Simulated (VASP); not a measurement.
Lu, 1 atom in the cell. Symmetry: Fm-3m, No. 225, cubic system. Conventional cell: a = 4.872 Å, b = 4.872 Å, c = 4.872 Å, α = 90.00°, β = 90.00°, γ = 90.00°. Lu (site symmetry m-3m) has 12 Lu at 3.44 Å within 4.5 Å. The cell was generated, and may not be a known phase.

| Item | Value |
| --- | --- |
| Program | VASP 6.6.1 |
| Task | relaxation of cell and atoms |
| Functional | PBE |
| Potentials or basis | VASP PAW PBE potentials, release 64 (Lu) |
| Cutoff | 600 eV |
| k mesh | 20 × 20 × 20 |
| Occupations | gaussian, width 0.1 eV |
| Spin | no spin polarisation |
| Dipole correction | no |
| Further INCAR settings | ALGO = Fast; EDIFF = 1e-07; IBRION = 2; EDIFFG = -0.01; NSW = 100; ISIF = 3 |

Potentials or basis: VASP PAW PBE potentials, release 64 (Lu).

Launch:

```bash
$ cat potpaw_PBE.64/Lu/POTCAR > POTCAR
$ mpirun -np 1 vasp_std > vasp.out
```

Hardware: 1 thread of Oxide Virtual Turin-like Processor, on a shared host.

Task: How long does it take, and how much memory?

Result: Wall time 9.6 min on 1 thread of Oxide Virtual Turin-like Processor, on a shared host, peak memory 0.26 GiB. Counts: scf iterations 70, k points 256, ion steps 2.
